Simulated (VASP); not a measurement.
**Ti: relaxation of cell and atoms with PBEsol**

Ti:

```xyz
1
Lattice="-1.6410 1.6410 1.6410 1.6410 -1.6410 1.6410 1.6410 1.6410 -1.6410" Properties=species:S:1:pos:R:3 pbc="T T T"
Ti    0.0000    0.0000    0.0000
```

This isn't the form of Ti at room conditions, which is hcp.

```json
{
  "Program": "VASP 6.6.1",
  "Task": "relaxation of cell and atoms",
  "Functional": "PBEsol",
  "Potentials or basis": "VASP PAW PBE potentials, release 64 (Ti_sv)",
  "Cutoff": "600 eV",
  "k mesh": "14 × 14 × 14",
  "Occupations": "fermi-dirac, width 0.15 eV",
  "Spin": "no spin polarisation",
  "Target pressure": "2 GPa",
  "Dipole correction": "no",
  "Further INCAR settings": "ALGO = Normal; EDIFF = 1e-06; IBRION = 2; EDIFFG = -0.01; NSW = 80; ISIF = 3"
}
```

The relaxed volume is 16.35 Å³/atom, the relaxed cell is a = 2.769 Å, b = 2.769 Å, c = 2.769 Å, α = 109.47°, β = 109.47°, γ = 109.47° and the space group after relaxing (to 0.1 Å) is Im-3m (No. 229). The energy change on relaxing (the run minimises the enthalpy) is -18.4 meV/atom and the ionic steps are 3. The pressure after relaxing is 2.0 GPa and the band gap on the k mesh is zero (bands 6 and 7 overlap by 1.75 eV).

Step by step:
| step | energy change (eV) | largest force (eV/Å) | pressure (GPa) | volume (Å³) |
| --- | --- | --- | --- | --- |
| 1 | 0.0000 | 0.0000 | -5.91 | 17.68 |
| 2 | 0.0076 | 0.0000 | 8.41 | 15.54 |
| 3 | -0.0184 | 0.0000 | 2.03 | 16.35 |

Final structure:
```
CELL_PARAMETERS angstrom
-1.59892 1.59892 1.59892
1.59892 -1.59892 1.59892
1.59892 1.59892 -1.59892
ATOMIC_POSITIONS crystal
Ti 0.00000 0.00000 0.00000
```

Levels at points of the mesh, in eV from the Fermi level:
```csv
k point,band 3,band 4,band 5,band 6,band 7,band 8,band 9,band 10
"(0.00, 0.00, 0.00)",-32.05,-32.05,-6.08,1.04,1.04,1.04,2.95,2.95
"(0.50, 0.00, 0.00)",-32.31,-32.06,-2.61,-0.47,1.35,2.95,3.33,4.63
"(0.50, 0.50, 0.50)",-32.61,-32.61,-2.31,-2.31,4.25,4.25,4.25,8.86
```

It took 18 s on 1 thread of Intel(R) Xeon(R) 6975P-C (Granite Rapids), on a shared host, peak memory 0.15 GiB.

Caveat: the cell is relaxed towards a set pressure, so the run minimises the enthalpy, not the energy; the PAW data sets were made with another functional, which shifts forces and pressure a little.
